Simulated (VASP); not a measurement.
# HfO2 (Fm-3m) in VASP: further runs

Aim: see how the results for HfO2 move with the level of theory and the settings. Levels: PBE0, HSE06. Tasks: single point.

Program: VASP 6.6.1. These are calculated values, not measurements. Logs are shortened: lines on timing, memory, paths and dates and some standing lists are left out, and cuts for length are marked.

### Step 1. The cell of the first run

It takes space group Fm-3m (No. 225, cubic). The conventional cell has a = 5.058 Å, b = 5.058 Å, c = 5.058 Å, α = 90.00°, β = 90.00°, γ = 90.00°. Within 2.9 Å of Hf (site symmetry m-3m) lie 8 O at 2.19 Å. Within 2.9 Å of O (site symmetry -43m) lie 4 Hf at 2.19 Å and 6 O at 2.53 Å.

### Step 2. Single point, PBE0

File POSCAR:

```
HfO2
1.0
    0.0000000000      2.5291823180      2.5291823180
    2.5291823180      0.0000000000      2.5291823180
    2.5291823180      2.5291823180      0.0000000000
Hf O
1 2
Direct
    0.0000000000      0.0000000000      0.0000000000
    0.2500000000      0.2500000000      0.2500000000
    0.7500000000      0.7500000000      0.7500000000
```

File INCAR.step1:

```
SYSTEM = HfO2
PREC = Accurate
ENCUT = 520
EDIFF = 1E-5
ISMEAR = 0
SIGMA = 0.01
LREAL = .False.
LASPH = .True.
NELM = 80
ALGO = Normal
ISIF = 2
LWAVE = .True.
LCHARG = .False.
GGA = PE
NBANDS = 18
```

File INCAR.step2:

```
SYSTEM = HfO2
PREC = Accurate
ENCUT = 520
EDIFF = 1E-6
ISMEAR = 0
SIGMA = 0.01
LREAL = .False.
LASPH = .True.
NELM = 80
ALGO = Normal
ISIF = 2
LWAVE = .False.
LCHARG = .False.
GGA = PE
LHFCALC = .True.
AEXX = 0.25
PRECFOCK = Normal
ISTART = 1
NBANDS = 18
```

File KPOINTS:

```
Automatic mesh
0
Gamma
  6 6 6
  0 0 0
```

Potentials or basis: VASP PAW PBE potentials, release 64 (Hf_pv, O).

Started as:

```bash
> cat potpaw_PBE.64/Hf_pv/POTCAR potpaw_PBE.64/O/POTCAR > POTCAR
> cp INCAR.step1 INCAR
> mpirun -np 1 vasp_std > vasp.out
> cp INCAR.step2 INCAR
> mpirun -np 1 vasp_std > vasp.out
```

OUTCAR:

```text
SYSTEM = HfO2
   PREC = Accurate
   ENCUT = 520
   EDIFF = 1E-6
   ISMEAR = 0
   LREAL = .False.
   LASPH = .True.
   NELM = 80
   ISIF = 2
   GGA = PE
   LHFCALC = .True.
   AEXX = 0.25
   PRECFOCK = Normal
   ISTART = 1

 ion  position               nearest neighbor table
   1  0.000  0.000  0.000-   3 2.19   3 2.19   3 2.19   2 2.19   3 2.19   2 2.19   2 2.19   2 2.19

   2  0.250  0.250  0.250-   1 2.19   1 2.19   1 2.19   1 2.19
   3  0.750  0.750  0.750-   1 2.19   1 2.19   1 2.19   1 2.19

  LATTYP: Found a face centered cubic cell.
 ALAT       =     5.0583646360

  Lattice vectors:

 A1 = (   0.0000000000,   2.5291823180,   2.5291823180)
 A2 = (   2.5291823180,   0.0000000000,   2.5291823180)
 A3 = (   2.5291823180,   2.5291823180,   0.0000000000)

Analysis of symmetry for initial positions (statically):
=====================================================================
 Subroutine PRICEL returns:
 Original cell was already a primitive cell.

 Routine SETGRP: Setting up the symmetry group for a
 face centered cubic supercell.

 Subroutine GETGRP returns: Found 48 space group operations
 (whereof 48 operations were pure point group operations)
 out of a pool of 48 trial point group operations.

The static configuration has the point symmetry O_h .

Analysis of symmetry for dynamics (positions and initial velocities):
=====================================================================
 Subroutine PRICEL returns:
 Original cell was already a primitive cell.

 Routine SETGRP: Setting up the symmetry group for a
 face centered cubic supercell.

 Subroutine GETGRP returns: Found 48 space group operations
 (whereof 48 operations were pure point group operations)
 out of a pool of 48 trial point group operations.

The dynamic configuration has the point symmetry O_h .

 Subroutine INISYM returns: Found 48 space group operations
 (whereof 48 operations are pure point group operations),
 and found     1 'primitive' translations

----------------------------------------------------------------------------------------

                                     Primitive cell

  volume of cell :      32.3572

  direct lattice vectors                    reciprocal lattice vectors
     0.000000000  2.529182318  2.529182318    -0.197692352  0.197692352  0.197692352
     2.529182318  0.000000000  2.529182318     0.197692352 -0.197692352  0.197692352
     2.529182318  2.529182318  0.000000000     0.197692352  0.197692352 -0.197692352

  length of vectors
     3.576803936  3.576803936  3.576803936     0.342413197  0.342413197  0.342413197

  position of ions in fractional coordinates (direct lattice)
     0.000000000  0.000000000  0.000000000
     0.250000000  0.250000000  0.250000000
     0.750000000  0.750000000  0.750000000

  ion indices of the primitive-cell ions
   primitive index   ion index
                 1           1
                 2           2
                 3           3

----------------------------------------------------------------------------------------

 KPOINTS: Automatic mesh

Automatic generation of k-mesh.
 Grid dimensions read from file:
 generate k-points for:    6    6    6

 Generating k-lattice:

  Cartesian coordinates                     Fractional coordinates (reciprocal lattice)
    -0.032948725  0.032948725  0.032948725     0.166666667  0.000000000  0.000000000
     0.032948725 -0.032948725  0.032948725     0.000000000  0.166666667  0.000000000
     0.032948725  0.032948725 -0.032948725     0.000000000  0.000000000  0.166666667

  Length of vectors
     0.057068866  0.057068866  0.057068866

  Shift w.r.t. Gamma in fractional coordinates (k-lattice)
     0.000000000  0.000000000  0.000000000

 Subroutine IBZKPT returns following result:
 ===========================================

 Found     16 irreducible k-points:

 Following reciprocal coordinates:
            Coordinates               Weight
  0.000000  0.000000  0.000000      1.000000
  0.166667  0.000000  0.000000      8.000000
  0.333333  0.000000  0.000000      8.000000
  0.500000  0.000000  0.000000      4.000000
  0.166667  0.166667  0.000000      6.000000
  0.333333  0.166667  0.000000     24.000000
[... 8 lines left out ...]
 -0.333333  0.333333  0.166667     24.000000
 -0.333333  0.500000  0.166667     12.000000
   k-points           NKPTS =     16   k-points in BZ     NKDIM =    216   number of bands    NBANDS=     18
   number of dos      NEDOS =    301   number of ions     NIONS =      3
   total plane-waves  NPLWV =  21952
   dimension x,y,z NGX =    28 NGY =   28 NGZ =   28
   dimension x,y,z NGXF=    56 NGYF=   56 NGZF=   56
   ions per type =               1   2
   NGX,Y,Z   is equivalent  to a cutoff of  13.01, 13.01, 13.01 a.u.
   NGXF,Y,Z  is equivalent  to a cutoff of  26.03, 26.03, 26.03 a.u.
 SYSTEM =  HfO2
   PREC   = accura    normal or accurate (medium, high low for compatibility)
   ISTART =      1    job   : 0-new  1-cont  2-samecut
   ICHARG =      0    charge: 1-file 2-atom 10-const
   ISPIN  =      1    spin polarized calculation?
   LNONCOLLINEAR =      F non collinear calculations
   LSORBIT =      F    spin-orbit coupling
   LASPH  =      T    aspherical Exc in radial PAW
   ENCUT  =  520.0 eV  38.22 Ry    6.18 a.u.   6.65  6.65  6.65*2*pi/ulx,y,z
   NELM   =     80;   NELMIN=  2; NELMDL=  0     # of ELM steps
   EDIFF  = 0.1E-05   stopping-criterion for ELM
   LREAL  =      F    real-space projection
   EDIFFG = 0.1E-04   stopping-criterion for IOM
   NSW    =      0    number of steps for IOM
   IBRION =     -1    ionic relax: 0-MD 1-quasi-New 2-CG
   NFREE  =      0    steps in history (QN), initial steepest desc. (CG)
   ISIF   =      2    stress and relaxation
   ISYM   =      3    0-nonsym 1-usesym 2-fastsym
   POTIM  = 0.5000    time-step for ionic-motion
   TEBEG  =    0.0;   TEEND  =   0.0 temperature during run
   PSTRESS=    0.0 pullay stress
   NELECT =      22.0000    total number of electrons
   NUPDOWN=      -1.0000    fix difference up-down
   EMIN   =  10.00;   EMAX   =-10.00  energy-range for DOS
   EFERMI =   0.00;   METHOD = LEGACY
   ISMEAR =     0;   SIGMA  =   0.01  broadening in eV -4-tet -1-fermi 0-gaus
   EFERMI_NEDOS =   21; number of points for ismear=-14 and -15
   IALGO  =     38    algorithm
   IMIX   =      1    mixing-type and parameters
     AMIX     =   0.40;   BMIX     =  1.00
     AMIX_MAG =   1.60;   BMIX_MAG =  1.00
  volume/ion in A,a.u.               =      10.79        72.79
  Fermi-wavevector in a.u.,A,eV,Ry     =   1.439546  2.720348 28.195259  2.072293
  Thomas-Fermi vector in A             =   2.558390
   LORBIT       =      0    0 simple, 1 ext, 2 COOP (PROOUT), +10 PAW based schemes
   GGA     = PE    functional components
   LHFCALC =     T    Hartree Fock is set to
   PRECFOCK=normal    Normal, Fast or Accurate (Low or Medium for compatibility)
   ENCUT4O =  -1.0   cutoff for four orbital integrals eV
   NKREDX  =     1    reduce k-point grid by
   NKREDY  =     1    reduce k-point grid by
   NKREDZ  =     1    reduce k-point grid by
   AEXX    =    0.2500 exact exchange contribution
   HFSCREEN=    0.0000 screening length (either q_TF or 0.3 A-1)
   HFSCREENC=   0.0000 screening length for correlation (either q_TF or 0.3 A-1)
   ENCUTFOCK=  -1.0 apply spherical cutoff to Coloumb kernel
   IVDW    =     0    specifies the selected vdW correction
   LEPSILON=     F    determine dielectric tensor
   LRPA    =     F    only Hartree local field effects (RPA)
 non-spin polarized calculation
 Gauss-broadening in eV      SIGMA  =   0.01
  energy-cutoff  :      520.00
  volume of cell :       32.36
 maximum number of plane-waves:       893
 NGX is ok and might be reduce to    28
  NGX = 20; NGY = 20; NGZ = 20

 number of electron      21.9999992 magnetization

 Free energy of the ion-electron system (eV)
  ---------------------------------------------------
  ext. energy  EPLUGINS =         0.00000000
  ---------------------------------------------------
  free energy    TOTEN  =       -38.40421481 eV

  energy without entropy =      -38.40421481  energy(sigma->0) =      -38.40421481

 E-fermi :   2.9863     XC(G=0):  -9.3260

 val. band max:        2.9101921750   @ k =   0.5000   0.5000   0.0000
 cond. band min:       9.0327085490   @ k =   0.5000   0.5000   0.0000
 fundamental gap:      6.1225163741
 Fermi energy:         2.9862693134

 k-point     1 :       0.0000    0.0000    0.0000
  band No.  band energies     occupation
      1     -28.2807      2.00000
      2     -28.2807      2.00000
      3     -28.2807      2.00000
      4     -17.6168      2.00000
      5     -14.3730      2.00000
      6      -2.9494      2.00000
[... 10 lines left out ...]
     17      16.1674      0.00000
     18      19.3587      0.00000

 k-point     2 :       0.1667    0.0000    0.0000
  band No.  band energies     occupation
      1     -28.4242      2.00000
      2     -28.2966      2.00000
      3     -28.2966      2.00000
      4     -17.2215      2.00000
      5     -14.6738      2.00000
      6      -2.6649      2.00000
[... 10 lines left out ...]
     17      15.6678      0.00000
     18      18.9749      0.00000

 k-point     3 :       0.3333    0.0000    0.0000
  band No.  band energies     occupation
      1     -28.6915      2.00000
      2     -28.3284      2.00000
      3     -28.3284      2.00000
      4     -16.5126      2.00000
      5     -15.0705      2.00000
      6      -2.0768      2.00000
[... 10 lines left out ...]
     17      15.1361      0.00000
     18      17.8608      0.00000

 k-point     4 :       0.5000    0.0000    0.0000
  band No.  band energies     occupation
      1     -28.8168      2.00000
      2     -28.3442      2.00000
      3     -28.3442      2.00000
      4     -16.3072      2.00000
      5     -15.0600      2.00000
      6      -1.7890      2.00000
[... 10 lines left out ...]
     17      15.0310      0.00000
     18      18.4130      0.00000

 k-point     5 :       0.1667    0.1667    0.0000
  band No.  band energies     occupation
      1     -28.4352      2.00000
      2     -28.3200      2.00000
      3     -28.3200      2.00000
      4     -17.0745      2.00000
      5     -14.7802      2.00000
      6      -2.6190      2.00000
[... 10 lines left out ...]
     17      15.5134      0.00000
     18      18.8765      0.00000

 k-point     6 :       0.3333    0.1667    0.0000
  band No.  band energies     occupation
      1     -28.6293      2.00000
      2     -28.3679      2.00000
      3     -28.3553      2.00000
      4     -16.4064      2.00000
      5     -15.1736      2.00000
      6      -2.1780      2.00000
[... 10 lines left out ...]
     17      15.3948      0.00000
     18      18.7719      0.00000

 k-point     7 :       0.5000    0.1667    0.0000
  band No.  band energies     occupation
      1     -28.7657      2.00000
      2     -28.4326      2.00000
      3     -28.3673      2.00000
      4     -16.0545      2.00000
      5     -15.2189      2.00000
      6      -2.2518      2.00000
[... 10 lines left out ...]
     17      15.9524      0.00000
     18      18.6996      0.00000

 k-point     8 :      -0.3333    0.1667    0.0000
  band No.  band energies     occupation
      1     -28.7222      2.00000
      2     -28.4474      2.00000
      3     -28.3442      2.00000
      4     -16.1164      2.00000
      5     -15.2394      2.00000
      6      -2.3628      2.00000
[... 10 lines left out ...]
     17      16.1056      0.00000
     18      18.4998      0.00000
[... 61 lines left out ...]
     17      17.3104      0.00000
     18      19.3572      0.00000

 k-point    12 :      -0.3333    0.3333    0.0000
  band No.  band energies     occupation
      1     -28.6631      2.00000
      2     -28.6274      2.00000
      3     -28.3865      2.00000
      4     -15.7000      2.00000
      5     -15.3780      2.00000
      6      -2.9768      2.00000
[... 10 lines left out ...]
     17      17.5106      0.00000
     18      19.3794      0.00000

 k-point    13 :       0.5000    0.5000    0.0000
  band No.  band energies     occupation
      1     -28.8467      2.00000
      2     -28.4357      2.00000
      3     -28.4357      2.00000
      4     -15.7636      2.00000
      5     -15.2243      2.00000
      6      -4.1261      2.00000
[... 10 lines left out ...]
     17      18.7965      0.00000
     18      19.3640      0.00000

 k-point    14 :       0.5000    0.3333    0.1667
  band No.  band energies     occupation
      1     -28.7010      2.00000
      2     -28.4879      2.00000
      3     -28.3804      2.00000
      4     -15.8346      2.00000
      5     -15.4342      2.00000
      6      -2.4911      2.00000
[... 10 lines left out ...]
     17      16.5190      0.00000
     18      19.3626      0.00000

 k-point    15 :      -0.3333    0.3333    0.1667
  band No.  band energies     occupation
      1     -28.7007      2.00000
      2     -28.5734      2.00000
      3     -28.4029      2.00000
      4     -15.6959      2.00000
      5     -15.3825      2.00000
      6      -2.4745      2.00000
[... 10 lines left out ...]
     17      17.3170      0.00000
     18      19.4216      0.00000

 k-point    16 :      -0.3333    0.5000    0.1667
  band No.  band energies     occupation
      1     -28.7480      2.00000
      2     -28.5426      2.00000
      3     -28.4372      2.00000
      4     -15.6230      2.00000
      5     -15.3538      2.00000
      6      -3.4729      2.00000
[... 10 lines left out ...]
     17      18.5981      0.00000
     18      19.3572      0.00000

------------------------ aborting loop because EDIFF is reached ----------------------------------------

  FORCE on cell =-STRESS in cart. coord.  units (eV):
  Direction    XX          YY          ZZ          XY          YZ          ZX
  --------------------------------------------------------------------------------------
  -------------------------------------------------------------------------------------
  Total       -1.0562795     -1.0562795     -1.0562795      0.0000000      0.0000000     -0.0000000
  in kB      -52.3020894    -52.3020894    -52.3020894      0.0000000      0.0000000     -0.0000000
  external PRESSURE =     -52.3020894 kB  Pullay stress =       0.0000000 kB

 VOLUME and BASIS-vectors are now :
 -----------------------------------------------------------------------------
  energy-cutoff  :      520.00
  volume of cell :       32.36
      direct lattice vectors                 reciprocal lattice vectors
     0.000000000  2.529182318  2.529182318    -0.197692352  0.197692352  0.197692352
     2.529182318  0.000000000  2.529182318     0.197692352 -0.197692352  0.197692352
     2.529182318  2.529182318  0.000000000     0.197692352  0.197692352 -0.197692352

 POSITION                                       TOTAL-FORCE (eV/Angst)
 -----------------------------------------------------------------------------------
      0.00000      0.00000      0.00000        -0.000000     -0.000000      0.000000
      1.26459      1.26459      1.26459         0.000000     -0.000000     -0.000000
      3.79377      3.79377      3.79377        -0.000000      0.000000      0.000000
 -----------------------------------------------------------------------------------
    total drift:                               -0.000000     -0.000000     -0.000000

  FREE ENERGIE OF THE ION-ELECTRON SYSTEM (eV)
  ---------------------------------------------------
  free  energy   TOTEN  =       -38.4042148057 eV

  energy  without entropy=      -38.4042148057  energy(sigma->0) =      -38.40421481
```

Wall time 54 min (1 thread of Intel Xeon Platinum 8259CL at 2.50GHz (Skylake/Cascade Lake), shared host); peak memory 0.17 GiB.

What came out:

| Property | Result |
| --- | --- |
| Free energy | -38.4042 eV |
| Pressure | -5.2 GPa |
| Band gap on the k mesh | 6.12 eV |

Levels at points of the mesh, in eV from the valence-band top:
```
           k point  band 9  band 10  band 11  band 12  band 13  band 14
(0.00, 0.00, 0.00)   -0.67    -0.67    -0.67     6.25     6.25     8.20
(0.50, 0.00, 0.00)   -2.99    -2.04    -2.04     7.04     7.04     9.52
(0.50, 0.50, 0.00)   -1.68    -1.68     0.00     6.12     8.07     9.13
```

Caveat: the cell stands under tension; the PAW data sets were made with another functional, which shifts forces and pressure a little; spin-orbit coupling is left out, which moves the levels of the heavy elements. A k mesh can miss the band edges.

### Step 3. Single point, HSE06

POSCAR is that of step 2.

File INCAR.step1:

```
SYSTEM = HfO2
PREC     = Accurate       ! precision mode
ENCUT    = 520            ! plane-wave cutoff, eV
EDIFF    = 1E-5           ! SCF threshold, eV
ISMEAR   = 0              ! smearing method
SIGMA    = 0.01           ! smearing width, eV
LREAL    = .False.        ! projectors in reciprocal space
LASPH    = .True.         ! aspherical terms in the spheres
NELM     = 100            ! most SCF steps
ALGO     = Normal         ! electronic algorithm
ISIF     = 2              ! what is computed and relaxed
LWAVE    = .True.         ! write WAVECAR
LCHARG   = .False.        ! write CHGCAR
NBANDS   = 18             ! bands
GGA      = PE             ! functional
```

File INCAR.step2:

```
SYSTEM = HfO2
PREC     = Accurate       ! precision mode
ENCUT    = 520            ! plane-wave cutoff, eV
EDIFF    = 1E-7           ! SCF threshold, eV
ISMEAR   = 0              ! smearing method
SIGMA    = 0.01           ! smearing width, eV
LREAL    = .False.        ! projectors in reciprocal space
LASPH    = .True.         ! aspherical terms in the spheres
NELM     = 100            ! most SCF steps
ALGO     = Normal         ! electronic algorithm
ISIF     = 2              ! what is computed and relaxed
LWAVE    = .False.        ! write WAVECAR
LCHARG   = .False.        ! write CHGCAR
GGA      = PE             ! functional
LHFCALC  = .True.         ! exact exchange
HFSCREEN = 0.2079         ! screening, 1/A
PRECFOCK = Normal       
NBANDS   = 18             ! bands
ISTART   = 1
```

File KPOINTS:

```
regular mesh
0
Gamma
  6 6 6
  0 0 0
```

Potentials or basis: VASP PAW PBE potentials, release 64 (Hf_pv, O).

Started as:

```bash
> cat potpaw_PBE.64/Hf_pv/POTCAR potpaw_PBE.64/O/POTCAR > POTCAR
> cp INCAR.step1 INCAR
> mpirun -np 1 vasp_std > vasp.out
> cp INCAR.step2 INCAR
> mpirun -np 1 vasp_std > vasp.out
```

Run time: 1.5 h. Hardware: 1 thread of Intel Xeon 8259CL, shared host; peak memory 0.28 GiB.

The run converged. Its results:

```
Free energy            : -36.2610 eV
Pressure               : -5.3 GPa
Band gap on the k mesh : 5.36 eV
```

Levels at points of the mesh, in eV from the valence-band top:
```
           k point  band 7  band 8  band 9  band 10  band 11  band 12  band 13  band 14  band 15  band 16
(0.00, 0.00, 0.00)   -5.83   -5.83   -0.67    -0.67    -0.67     5.49     5.49     7.47    12.46    12.46
(0.50, 0.00, 0.00)   -4.67   -3.31   -2.97    -2.03    -2.03     6.27     6.27     8.73    10.72    11.33
(0.50, 0.50, 0.00)   -3.81   -3.81   -1.66    -1.66     0.00     5.36     7.30     8.36     9.95     9.95
```

Caveat: the cell stands under tension; the PAW data sets were made with another functional, which shifts forces and pressure a little; spin-orbit coupling is left out, which moves the levels of the heavy elements. A k mesh can miss the band edges.
